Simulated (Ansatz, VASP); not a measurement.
# CdSe: VASP beside Ansatz

File INCAR:

```
ALGO     = Normal         # electronic algorithm
EDIFF    = 1E-6           # SCF threshold, eV
ENCUT    = 520            # plane-wave cutoff, eV
GGA      = PS             # functional
ISIF     = 2              # what is computed and relaxed
ISMEAR   = -1             # smearing method
LASPH    = T              # aspherical terms in the spheres
LCHARG   = F              # write CHGCAR
LREAL    = F              # projectors in reciprocal space
LWAVE    = F              # write WAVECAR
NBANDS   = 16             # bands
NELM     = 80             # most SCF steps
PREC     = Accurate       # precision mode
SIGMA    = 0.05           # smearing width, eV
```

KPOINTS

```
k-points
0
Gamma
  12 12 12
```

Contents of POSCAR:

```
CdSe
1.0
    0.0000000000      2.7564613135      2.7564613135
    2.7564613135      0.0000000000      2.7564613135
    2.7564613135      2.7564613135      0.0000000000
Cd Se
1 1
Direct
    0.0000000000      0.0000000000      0.0000000000
    0.5000000000      0.5000000000      0.5000000000
```

Input for Ansatz:

```yaml
crystal:
  lattice:
    - [0.0, 2.7564613135, 2.7564613135]
    - [2.7564613135, 0.0, 2.7564613135]
    - [2.7564613135, 2.7564613135, 0.0]
  atoms:
    - { symbol: Cd, position: [0.0, 0.0, 0.0] }
    - { symbol: Se, position: [0.5, 0.5, 0.5] }
kpoints:
  mp_grid: { grid: [12, 12, 12] }
scf:
  occupations: { method: fermi_dirac, width: 0.05 }
hamiltonian:
  xc: pbesol
  pseudopotentials: { kind: all_electron, lapw: { basis_error: 0.001 } }
output:
  forces: true
  stress: true
  eigenvalues: true
  populations: true
```

Change from the starting cell: volume scaled by 0.94, LAPW.

Alike in both runs: task single point; functional PBEsol; k mesh 12 × 12 × 12; occupations fermi-dirac, width 0.05 eV; no spin polarisation.

|  | VASP | Ansatz |
| --- | --- | --- |
| version | VASP 6.6.1 | Ansatz 0.2.0 |
| potentials or method | VASP PAW PBE potentials, release 64 (Cd, Se), cutoff 520 eV | all-electron LAPW, scalar-relativistic |

Ansatz gave:

| Quantity | Value |
| --- | --- |
| pressure (GPa) | 5.1 |

Estimate VASP's values.

pressure (GPa): 5.7.

VASP's potentials were made for PBE, not for PBEsol. Ansatz ran all-electron here, and VASP with PAW potentials.
